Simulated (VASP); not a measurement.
Si, 2 atoms in the cell. Symmetry: Fd-3m, No. 227, cubic system. Conventional cell: a = 5.444 Å, b = 5.444 Å, c = 5.444 Å, α = 90.00°, β = 90.00°, γ = 90.00°. Si (site symmetry -43m) has 4 Si at 2.36 Å within 3.1 Å. 

```yaml
Program: VASP 6.6.1
Task: single point
Functional: LDA
Potentials_or_basis: VASP PAW LDA potentials, release 64 (Si)
Cutoff: 500 eV
k_mesh: 7 × 7 × 7
Occupations: gaussian, width 0.01 eV
Spin: no spin polarisation
Dipole_correction: no
Further_INCAR_settings: ALGO = Normal; EDIFF = 1e-06; NBANDS = 11
```

Potentials or basis: VASP PAW LDA potentials, release 64 (Si).

The run is started by

```bash
$ cat potpaw_LDA.64/Si/POTCAR > POTCAR
$ mpirun -np 1 vasp_std > vasp.out
```

Hardware: 1 thread of AMD EPYC 9R45 96-Core Processor (Zen 5), with other jobs on the host.

Q: Estimate the wall time of this run.

A: Run time: 4.9 s on 1 thread of AMD EPYC 9R45 96-Core Processor (Zen 5) (shared host), peak memory 0.1 GiB. Counts: scf iterations 11, k points 20.
